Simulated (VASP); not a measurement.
Here is a VASP 6.6.1 calculation.

INCAR

```
PREC     = Accurate       # precision mode
ENCUT    = 500            # plane-wave cutoff, eV
EDIFF    = 1E-6           # SCF threshold, eV
ISMEAR   = 0              # smearing method
SIGMA    = 0.01           # smearing width, eV
LREAL    = F              # projectors in reciprocal space
LASPH    = T              # aspherical terms in the spheres
NELM     = 120            # most SCF steps
ALGO     = Normal         # electronic algorithm
ISIF     = 2              # what is computed and relaxed
LWAVE    = F              # write WAVECAR
LCHARG   = T              # write CHGCAR
GGA      = PE             # functional
LELF     = T              # ELF
LVHAR    = T            
NBANDS   = 15             # bands
GGA_COMPAT= F
```

Contents of KPOINTS:

```
Automatic mesh
0
Gamma
  4 4 4
```

File POSCAR:

```
KCl
1.0
    0.0000000000      3.6204983496      3.6204983496
    3.6204983496      0.0000000000      3.6204983496
    3.6204983496      3.6204983496      0.0000000000
K Cl
1 1
Direct
    0.0000000000      0.0000000000      0.0000000000
    0.2500000000      0.2500000000      0.2500000000
```

Potentials or basis: VASP PAW PBE potentials, release 64 (K_sv, Cl).

Run with:

```sh
$ cat potpaw_PBE.64/K_sv/POTCAR potpaw_PBE.64/Cl/POTCAR > POTCAR
$ mpirun -np 1 vasp_std > vasp.out
```

(1) Predict the pressure.

(2) Predict the band gap on the k mesh.

Results:

(1) -0.7 GPa.

(2) 4.58 eV (least direct gap 4.60 eV).
